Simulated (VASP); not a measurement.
# InSb (Pmmn) in VASP: notebook, part 2 of 2

VASP 6.6.1. Earlier steps stand in the parts before.

**4. Single point, LDA**

This run uses another cell than the first one, of 23.43 Å³/atom.

File INCAR:

```
SYSTEM = InSb
ALGO     = Normal         ! electronic algorithm
EDIFF    = 1E-6           ! SCF threshold, eV
ENCUT    = 520            ! plane-wave cutoff, eV
ISIF     = 2              ! what is computed and relaxed
ISMEAR   = -1             ! smearing method
LASPH    = .TRUE.         ! aspherical terms in the spheres
LCHARG   = .TRUE.         ! write CHGCAR
LELF     = .TRUE.         ! ELF
LREAL    = .FALSE.        ! projectors in reciprocal space
LVHAR    = .TRUE.       
LWAVE    = .FALSE.        ! write WAVECAR
NBANDS   = 26             ! bands
NELM     = 100            ! most SCF steps
PREC     = Accurate       ! precision mode
SIGMA    = 0.08           ! smearing width, eV
```

File KPOINTS:

```
k-points
0
G
  6 6 11
  0 0 0
```

File POSCAR:

```
InSb
1.0
    5.3570000000      0.0000000000      0.0000000000
    0.0000000000      5.7120000000      0.0000000000
    0.0000000000      0.0000000000      3.0630000000
In Sb
2 2
Direct
    0.0000000000      0.0000000000      0.0000000000
    0.5000000000      0.5000000000      0.0000000000
    0.5000000000      0.0000000000      0.8350000000
    0.0000000000      0.5000000000      0.1650000000
```

Potentials or basis: VASP PAW LDA potentials, release 64 (In_d, Sb).

Run with:

```console
cat potpaw_LDA.64/In_d/POTCAR potpaw_LDA.64/Sb/POTCAR > POTCAR
mpirun -np 1 vasp_std > vasp.out
```

OUTCAR:

```text
SYSTEM = InSb
   EDIFF = 1E-6
   ENCUT = 520
   ISIF = 2
   ISMEAR = -1
   LASPH = .TRUE.
   LREAL = .FALSE.
   NELM = 100
   PREC = Accurate

 ion  position               nearest neighbor table
   1  0.000  0.000  0.000-   3 2.73   3 2.73   4 2.90   4 2.90   3 3.70   3 3.70   4 3.83   4 3.83
                             2 3.92   2 3.92   2 3.92   2 3.92
   2  0.500  0.500  0.000-   4 2.73   4 2.73   3 2.90   3 2.90   4 3.70   4 3.70   3 3.83   3 3.83
                             1 3.92   1 3.92   1 3.92   1 3.92
   3  0.500  0.000  0.835-   1 2.73   1 2.73   2 2.90   2 2.90   1 3.70   1 3.70   2 3.83   2 3.83

   4  0.000  0.500  0.165-   2 2.73   2 2.73   1 2.90   1 2.90   2 3.70   2 3.70   1 3.83   1 3.83

  LATTYP: Found a simple orthorhombic cell.
 ALAT       =     3.0630000000
 B/A-ratio  =     1.7489389487
 C/A-ratio  =     1.8648383937

  Lattice vectors:

 A1 = (   0.0000000000,   0.0000000000,   3.0630000000)
 A2 = (   5.3570000000,   0.0000000000,   0.0000000000)
 A3 = (   0.0000000000,   5.7120000000,   0.0000000000)

Analysis of symmetry for initial positions (statically):
=====================================================================
 Subroutine PRICEL returns:
 Original cell was already a primitive cell.

 Routine SETGRP: Setting up the symmetry group for a
 simple orthorhombic supercell.

 Subroutine GETGRP returns: Found  8 space group operations
 (whereof  4 operations were pure point group operations)
 out of a pool of  8 trial point group operations.

The static configuration has the point symmetry C_2v.
 The point group associated with its full space group is D_2h.

Analysis of symmetry for dynamics (positions and initial velocities):
=====================================================================
 Subroutine PRICEL returns:
 Original cell was already a primitive cell.

 Routine SETGRP: Setting up the symmetry group for a
 simple orthorhombic supercell.

 Subroutine GETGRP returns: Found  8 space group operations
 (whereof  4 operations were pure point group operations)
 out of a pool of  8 trial point group operations.

The dynamic configuration has the point symmetry C_2v.
 The point group associated with its full space group is D_2h.

 Subroutine INISYM returns: Found  8 space group operations
 (whereof  4 operations are pure point group operations),
 and found     1 'primitive' translations

----------------------------------------------------------------------------------------

                                     Primitive cell

  volume of cell :      93.7253

  direct lattice vectors                    reciprocal lattice vectors
     5.357000000  0.000000000  0.000000000     0.186671645  0.000000000  0.000000000
     0.000000000  5.712000000  0.000000000     0.000000000  0.175070028  0.000000000
     0.000000000  0.000000000  3.063000000     0.000000000  0.000000000  0.326477310

  length of vectors
     5.357000000  5.712000000  3.063000000     0.186671645  0.175070028  0.326477310

  position of ions in fractional coordinates (direct lattice)
     0.000000000  0.000000000  0.000000000
     0.500000000  0.500000000  0.000000000
     0.500000000  0.000000000  0.835000000
     0.000000000  0.500000000  0.165000000

  ion indices of the primitive-cell ions
   primitive index   ion index
                 1           1
                 2           2
                 3           3
                 4           4

[... 30 lines left out ...]
  0.333333  0.000000  0.000000      2.000000
  0.500000  0.000000  0.000000      1.000000
  0.000000  0.166667  0.000000      2.000000
  0.166667  0.166667  0.000000      4.000000
[... 16 lines left out ...]
  0.333333  0.166667  0.090909      8.000000
  0.500000  0.166667  0.090909      4.000000
 [... further k-points ...]
   k-points           NKPTS =     96   k-points in BZ     NKDIM =     96   number of bands    NBANDS=     26
   number of dos      NEDOS =    301   number of ions     NIONS =      4
   total plane-waves  NPLWV =  40320
   dimension x,y,z NGX =    40 NGY =   42 NGZ =   24
   dimension x,y,z NGXF=    80 NGYF=   84 NGZF=   48
   ions per type =               2   2
   NGX,Y,Z   is equivalent  to a cutoff of  12.41, 12.22, 13.03 a.u.
   NGXF,Y,Z  is equivalent  to a cutoff of  24.83, 24.45, 26.05 a.u.
 SYSTEM =  InSb
   PREC   = accura    normal or accurate (medium, high low for compatibility)
   ISTART =      0    job   : 0-new  1-cont  2-samecut
   ICHARG =      2    charge: 1-file 2-atom 10-const
   ISPIN  =      1    spin polarized calculation?
   LNONCOLLINEAR =      F non collinear calculations
   LSORBIT =      F    spin-orbit coupling
   LASPH  =      T    aspherical Exc in radial PAW
   ENCUT  =  520.0 eV  38.22 Ry    6.18 a.u.   9.96 10.62  5.70*2*pi/ulx,y,z
   NELM   =    100;   NELMIN=  2; NELMDL= -5     # of ELM steps
   EDIFF  = 0.1E-05   stopping-criterion for ELM
   LREAL  =      F    real-space projection
   EDIFFG = 0.1E-04   stopping-criterion for IOM
   NSW    =      0    number of steps for IOM
   IBRION =     -1    ionic relax: 0-MD 1-quasi-New 2-CG
   NFREE  =      0    steps in history (QN), initial steepest desc. (CG)
   ISIF   =      2    stress and relaxation
   ISYM   =      2    0-nonsym 1-usesym 2-fastsym
   POTIM  = 0.5000    time-step for ionic-motion
   TEBEG  =    0.0;   TEEND  =   0.0 temperature during run
   PSTRESS=    0.0 pullay stress
   NELECT =      36.0000    total number of electrons
   NUPDOWN=      -1.0000    fix difference up-down
   EMIN   =  10.00;   EMAX   =-10.00  energy-range for DOS
   EFERMI =   0.00;   METHOD = LEGACY
   ISMEAR =    -1;   SIGMA  =   0.08  broadening in eV -4-tet -1-fermi 0-gaus
   EFERMI_NEDOS =   21; number of points for ismear=-14 and -15
   IALGO  =     38    algorithm
   IMIX   =      4    mixing-type and parameters
     AMIX     =   0.40;   BMIX     =  1.00
     AMIX_MAG =   1.60;   BMIX_MAG =  1.00
  volume/ion in A,a.u.               =      23.43       158.12
  Fermi-wavevector in a.u.,A,eV,Ry     =   1.190027  2.248824 19.268076  1.416164
  Thomas-Fermi vector in A             =   2.326121
   LORBIT       =      0    0 simple, 1 ext, 2 COOP (PROOUT), +10 PAW based schemes
   GGA     = CA    functional components
   LHFCALC =     F    Hartree Fock is set to
   AEXX    =    0.0000 exact exchange contribution
   IVDW    =     0    specifies the selected vdW correction
   LEPSILON=     F    determine dielectric tensor
   LRPA    =     F    only Hartree local field effects (RPA)
 non-spin polarized calculation
  energy-cutoff  :      520.00
  volume of cell :       93.73
 maximum number of plane-waves:      2552
 NGX is ok and might be reduce to    40
   NGX = 19   NGY = 21   NGZ = 11

 number of electron      35.9999996 magnetization

 Free energy of the ion-electron system (eV)
  ---------------------------------------------------
  ext. energy  EPLUGINS =         0.00000000
  ---------------------------------------------------
  free energy    TOTEN  =       -15.48791460 eV

  energy without entropy =      -15.45790796  energy(sigma->0) =      -15.47291128

 E-fermi :   9.3541     XC(G=0): -10.9232

 val. band max:        9.3414256514   @ k =   0.1667   0.5000   0.4545
 cond. band min:       9.3997878399   @ k =   0.3333   0.1667   0.3636
 fundamental gap:      0.0583621885
 Fermi energy:         9.3541234017

 k-point     1 :       0.0000    0.0000    0.0000
  band No.  band energies     occupation
      1      -5.8959      2.00000
      2      -5.8684      2.00000
      3      -5.7323      2.00000
      4      -5.5291      2.00000
      5      -5.5114      2.00000
      6      -5.3671      2.00000
[... 685 lines left out ...]
     25      16.4654      0.00000
     26      16.4654      0.00000

 [... further k-points ...]

------------------------ aborting loop because EDIFF is reached ----------------------------------------

  FORCE on cell =-STRESS in cart. coord.  units (eV):
  Direction    XX          YY          ZZ          XY          YZ          ZX
  --------------------------------------------------------------------------------------
  -------------------------------------------------------------------------------------
  Total       13.4307970      5.1728634      2.1671722      0.0000000      0.0000000      0.0000000
  in kB      229.5913526     88.4269709     37.0464987      0.0000000      0.0000000      0.0000000
  external PRESSURE =     118.3549407 kB  Pullay stress =       0.0000000 kB

 VOLUME and BASIS-vectors are now :
 -----------------------------------------------------------------------------
  energy-cutoff  :      520.00
  volume of cell :       93.73
      direct lattice vectors                 reciprocal lattice vectors
     5.357000000  0.000000000  0.000000000     0.186671645  0.000000000  0.000000000
     0.000000000  5.712000000  0.000000000     0.000000000  0.175070028  0.000000000
     0.000000000  0.000000000  3.063000000     0.000000000  0.000000000  0.326477310

 POSITION                                       TOTAL-FORCE (eV/Angst)
 -----------------------------------------------------------------------------------
      0.00000      0.00000      0.00000         0.000000      0.000000      0.248815
      2.67850      2.85600      0.00000         0.000000      0.000000     -0.248815
      2.67850      0.00000      2.55761         0.000000      0.000000     -0.613439
      0.00000      2.85600      0.50539         0.000000      0.000000      0.613439
 -----------------------------------------------------------------------------------
    total drift:                               -0.000000      0.000000     -0.000000

  FREE ENERGIE OF THE ION-ELECTRON SYSTEM (eV)
  ---------------------------------------------------
  free  energy   TOTEN  =       -15.4879145965 eV

  energy  without entropy=      -15.4579079600  energy(sigma->0) =      -15.47291128
```

Run time: 93 s. Hardware: 1 thread of Intel Xeon Platinum 8375C at 2.90GHz (Ice Lake), shared host; peak memory 0.31 GiB.

What came out:

```yaml
Free_energy: -15.4879 eV
Pressure: 11.8 GPa
Largest_force: 0.613 eV/Å
Band_gap_on_the_k_mesh: zero (bands 18 and 19 overlap by 3.30 eV)
```

Forces on the atoms (eV/Å):
```
In   0.000  0.000  0.249
In   0.000  0.000 -0.249
Sb   0.000  0.000 -0.613
Sb   0.000  0.000  0.613
```

Caveat: the cell stands under pressure; spin-orbit coupling is left out, which moves the levels of the heavy elements.

**5. Overview**

| cell | gap on the mesh (eV) | pressure (GPa) | largest force (eV/Å) |
| --- | --- | --- | --- |
| a = 5.303, b = 5.655, c = 3.063 Å, 4 atoms | none | 14.4 | 0.72 |
| a = 5.464, b = 5.826, c = 3.063 Å, 4 atoms | none | 7.4 | 0.44 |
| a = 5.357, b = 5.712, c = 3.063 Å, 4 atoms | none | 11.8 | 0.61 |

Alike in all rows: task single point; level LDA; potentials or basis VASP PAW LDA potentials, release 64 (In_d, Sb); no spin polarisation; k mesh 6 × 6 × 11; cutoff (eV) 520; smearing fermi-dirac 0.08 eV.

Caveats: the cell stands under pressure; spin-orbit coupling is left out, which moves the levels of the heavy elements.

Total energies depend on the potentials used, so only differences within one code and one set of settings carry meaning.
